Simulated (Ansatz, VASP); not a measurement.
# Two plane-wave programs on SiC

File INCAR:

```
PREC = Accurate
ENCUT = 520
EDIFF = 1E-6
ISMEAR = 0
SIGMA = 0.05
LREAL = F
LASPH = T
NELM = 80
ALGO = Normal
ISIF = 2
LWAVE = F
LCHARG = F
GGA = PE
NBANDS = 11
```

File KPOINTS:

```
regular mesh
0
Gamma
  12 12 12
```

The input POSCAR:

```
SiC
1.0
    0.0000000000      2.1889211859      2.1889211859
    2.1889211859      0.0000000000      2.1889211859
    2.2608637288      2.2608637288     -0.0719425430
Si C
1 1
Direct
    0.0000000000      0.0000000000      0.0000000000
    0.7500000000      0.7500000000      0.7500000000
```

Input for Ansatz:

```yaml
crystal:
  lattice:
    - [0.0, 2.1889211859, 2.1889211859]
    - [2.1889211859, 0.0, 2.1889211859]
    - [2.2608637288, 2.2608637288, -0.071942543]
  atoms:
    - { symbol: Si, position: [0.0, 0.0, 0.0] }
    - { symbol: C, position: [0.75, 0.75, 0.75] }
basis:
  ecutwfc: 520.0
kpoints:
  mp_grid: { grid: [12, 12, 12] }
hamiltonian:
  xc: pbe
scf:
  occupations: { method: gaussian, width: 0.05 }
output:
  forces: true
  stress: true
  eigenvalues: true
```

Alike in both runs: task single point; functional PBE; k mesh 12 × 12 × 12; occupations gaussian, width 0.05 eV; no spin polarisation.

|  | VASP | Ansatz |
| --- | --- | --- |
| version | VASP 6.6.1 | Ansatz 0.2.0 |
| potentials or method | VASP PAW PBE potentials, release 64 (Si, C), cutoff 520 eV | scalar-relativistic, plane waves, PAW |
| valence electrons in the cell | 8 | 8 |

```tsv
	VASP	Ansatz	Ansatz less VASP
gap on the k mesh at the Fermi level (eV)	1.29	1.29	+0.003
least direct gap on the mesh (eV)	4.21	4.21	+0.004
pressure (GPa)	-8.5	-8.5	+0.02
traceless stress, the component that is largest in VASP (GPa)	-7.20	-7.16	+0.031
rms of the force components (eV/Å)	0.112	0.112	0.0000
```

Atom by atom the forces differ by 0.000 eV/Å (rms over components). The functional is the same, so the differences come from potentials, cutoffs and numerics.
